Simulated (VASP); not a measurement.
Runs of VASP 6.6.1 on As5S. The structure is that of space group P-6m2 (No. 187), or close to it. The cells are those of the table. 

```tsv
task	cell	k mesh	cutoff (eV)	gap on the mesh (eV)	pressure (GPa)	relaxed volume (Å³/atom)	largest force (eV/Å)
single point	a = 3.593, b = 3.593, c = 17.044 Å, angles 90.0, 90.0, 120.0°, 6 atoms	6 × 6 × 1	520	none	-13.2	-	(b)
relaxation of cell and atoms	relaxed from a = 3.593, b = 3.593, c = 17.044 Å, angles 90.0, 90.0, 120.0°, 6 atoms	6 × 6 × 1	600	-	0.0	20.88	0.02
single point	a = 3.105, b = 3.105, c = 15.384 Å, angles 90.0, 90.0, 120.0°, 6 atoms	6 × 6 × 1	520	none	0.1	-	0.04
relaxation of cell and atoms	relaxed from a = 3.105, b = 3.105, c = 15.384 Å, angles 90.0, 90.0, 120.0°, 6 atoms	12 × 12 × 4	600	none	0.0	(a)	0.01
single point	a = 3.649, b = 3.649, c = 10.649 Å, angles 90.0, 90.0, 120.0°, 6 atoms	12 × 12 × 4	520	none	0.1	-	0.02
```

Alike in all rows: level PBE; potentials or basis VASP PAW PBE potentials, release 64 (As, S); no spin polarisation; smearing gaussian 0.1 eV.

Q: Estimate the missing entries.

A: (a) 20.48; (b) 0.74.

Caveats: some runs use coarse meshes; this functional lacks dispersion, which binds the layers, so the pressure and a relaxed spacing across them are unreliable (some runs); the volume moved by over 15 % at a fixed basis, so the end points are rough (some runs); the bands computed are all filled at some k points, so no gap is given (some runs).

A k mesh can miss the band edges, and the runs leave out spin-orbit coupling on As.

A gap of «none» marks levels without a gap at the run's occupations.
